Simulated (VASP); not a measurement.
Input of a VASP 6.6.1 run:

File INCAR:

```
PREC = Accurate
ENCUT = 520
EDIFF = 1E-6
ISMEAR = 0
SIGMA = 0.1
LREAL = F
LASPH = T
NELM = 80
ALGO = Normal
ISIF = 2
LWAVE = F
LCHARG = T
GGA = PE
LELF = T
LVHAR = T
NBANDS = 22
```

KPOINTS

```
Automatic mesh
0
Gamma
  6 6 4
```

POSCAR

```
Ba2Ir
1.0
    4.4644060427      0.0000000000      0.0000000000
   -2.2322030213      3.8662890458      0.0000000000
    0.0000000000      0.0000000000      4.8203719730
Ba Ir
2 1
Direct
    0.3333333333      0.6666666667      0.5000000000
    0.6666666667      0.3333333333      0.5000000000
    0.0000000000      0.0000000000      0.0000000000
```

Potentials or basis: VASP PAW PBE potentials, release 64 (Ba_sv, Ir).

Run with:

```sh
$ cat potpaw_PBE.64/Ba_sv/POTCAR potpaw_PBE.64/Ir/POTCAR > POTCAR
$ mpirun -np 1 vasp_std > vasp.out
```

Task: Predict the pressure.

Result: 28.9 GPa.

Task: What does it give for the band gap on the k mesh?

Result: Zero (an odd number of electrons rules out a gap without spin polarisation).

Stress tensor (GPa, compression positive):
```
 52.33   0.00   0.00
  0.00  52.33   0.00
  0.00   0.00 -18.01
```

Caveat: the stress differs along the axes, from -18 to 52 GPa; spin-orbit coupling is left out, which moves the levels of the heavy elements.
